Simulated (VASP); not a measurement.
Input of a VASP 6.6.1 run:

The input INCAR:

```
SYSTEM = V
AGGAC = 1.0
AGGAX = 1.0
ALDAC = 0.0
ALDAX = 1.0
ALGO = Normal
EDIFF = 1E-7
ENCUT = 520
GGA = B5
GGA_COMPAT = .FALSE.
ISIF = 2
ISMEAR = -1
LASPH = .TRUE.
LCHARG = .FALSE.
LMAXMIX = 4
LORBIT = 11
LORBMOM = .TRUE.
LREAL = .FALSE.
LSORBIT = .TRUE.
LWAVE = .FALSE.
MAGMOM = 0 0 1
NBANDS = 24
NELM = 150
PREC = Accurate
SIGMA = 0.05
```

The input KPOINTS:

```
k-points
0
G
  15 15 15
  0 0 0
```

The input POSCAR:

```
V
1.0
   -1.5123953054      1.5123953054      1.5123953054
    1.5123953054     -1.5123953054      1.5123953054
    1.5123953054      1.5123953054     -1.5123953054
V
1
Direct
    0.0000000000      0.0000000000      0.0000000000
```

Potentials or basis: VASP PAW PBE potentials, release 64 (V_sv).

Launch:

```bash
$ cat potpaw_PBE.64/V_sv/POTCAR > POTCAR
$ mpirun -np 1 vasp_ncl > vasp.out
```

Q: Estimate the pressure.

A: 0.3 GPa.

Q: What does it give for the net moment?

A: 0.00 μB per cell.

Moments on the atoms (μB; x, y, z):
```
V   0.00 0.00 0.00
```

Caveat: the PAW data sets were made with another functional, which shifts forces and pressure a little.
